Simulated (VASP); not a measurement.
A run of VASP 6.6.1:

INCAR

```
SYSTEM = FeNi3
PREC     = Accurate       ! precision mode
ENCUT    = 520            ! plane-wave cutoff, eV
EDIFF    = 1E-6           ! SCF threshold, eV
ISMEAR   = 0              ! smearing method
SIGMA    = 0.1            ! smearing width, eV
LREAL    = .False.        ! projectors in reciprocal space
LASPH    = .True.         ! aspherical terms in the spheres
NELM     = 150            ! most SCF steps
ALGO     = Normal         ! electronic algorithm
ISIF     = 2              ! what is computed and relaxed
LWAVE    = .False.        ! write WAVECAR
LCHARG   = .False.        ! write CHGCAR
ISPIN    = 2              ! spin polarisation
MAGMOM   = 3.2 0.75 0.75 0.75 ! initial moments
LORBIT   = 11             ! projections on sites
LMAXMIX  = 4              ! l up to which the mixer works
GGA      = PE             ! functional
NBANDS   = 31             ! bands
```

File KPOINTS:

```
regular mesh
0
Gamma
  12 12 12
  0 0 0
```

File POSCAR:

```
FeNi3
1.0
    3.4728306444      0.0000000000      0.0000000000
    0.0000000000      3.4728306444      0.0000000000
    0.0000000000      0.0000000000      3.4728306444
Fe Ni
1 3
Direct
    0.0000000000      0.0000000000      0.0000000000
    0.0000000000      0.5000000000      0.5000000000
    0.5000000000      0.5000000000      0.0000000000
    0.5000000000      0.0000000000      0.5000000000
```

Potentials or basis: VASP PAW PBE potentials, release 64 (Fe, Ni).

Command:

```console
$ cat potpaw_PBE.64/Fe/POTCAR potpaw_PBE.64/Ni/POTCAR > POTCAR
$ mpirun -np 1 vasp_std > vasp.out
```

Hardware: 1 thread of Intel(R) Xeon(R) 6975P-C (Granite Rapids) (shared host).

**Question.** How long does it take, and how much memory?

**Answer.** Wall time 120 s on 1 thread of Intel(R) Xeon(R) 6975P-C (Granite Rapids), with other jobs on the host, peak memory 0.28 GiB. Counts: scf iterations 17, k points 84.
